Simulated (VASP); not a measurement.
Input of a VASP 6.6.1 run:

File INCAR:

```
ALGO = Normal ; EDIFF = 1E-7
EDIFFG = -0.04 ; ENCUT = 600
GGA = PE ; IBRION = 2
ISIF = 3 ; ISMEAR = 0
LASPH = True ; LCHARG = False
LREAL = False ; LWAVE = False
NELM = 80 ; NSW = 90
PREC = Accurate ; SIGMA = 0.1
```

Contents of KPOINTS:

```
k-points
0
Gamma
  6 6 4
```

POSCAR

```
HfBeP2
1.0
    4.3565038000      0.0000000000      0.0000000000
   -2.1782519000      3.7728429600      0.0000000000
    0.0000000000      0.0000000000      7.1504813200
Hf Be P
1 1 2
Direct
    0.0000000000      0.0000000000      0.5000000000
    0.0000000000      0.0000000000      0.0000000000
    0.3333333300      0.6666666700      0.0000000000
    0.6666666700      0.3333333300      0.0000000000
```

Potentials or basis: VASP PAW PBE potentials, release 64 (Hf_pv, Be, P).

Launch:

```bash
$ cat potpaw_PBE.64/Hf_pv/POTCAR potpaw_PBE.64/Be/POTCAR potpaw_PBE.64/P/POTCAR > POTCAR
$ mpirun -np 1 vasp_std > vasp.out
```

Task: Estimate the relaxed cell.

Result: a = 3.994 Å, b = 3.994 Å, c = 4.709 Å, α = 90.00°, β = 90.00°, γ = 120.00°.

Task: Estimate the space group after relaxing (to 0.1 Å).

Result: P6/mmm (No. 191).

Task: Predict the band gap on the k mesh.

Result: Zero (bands 11 and 12 overlap by 2.29 eV).

Final structure:
```
Hf Be P
1.0
     3.99388    0.00000    0.00000
    -1.99694    3.45880    0.00000
     0.00000    0.00000    4.70874
Hf Be P
1 1 2
Direct
  0.00000 0.00000 0.50000
  0.00000 0.00000 0.00000
  0.33333 0.66667 0.00000
  0.66667 0.33333 0.00000
```

Caveat: spin-orbit coupling is left out, which moves the levels of the heavy elements.
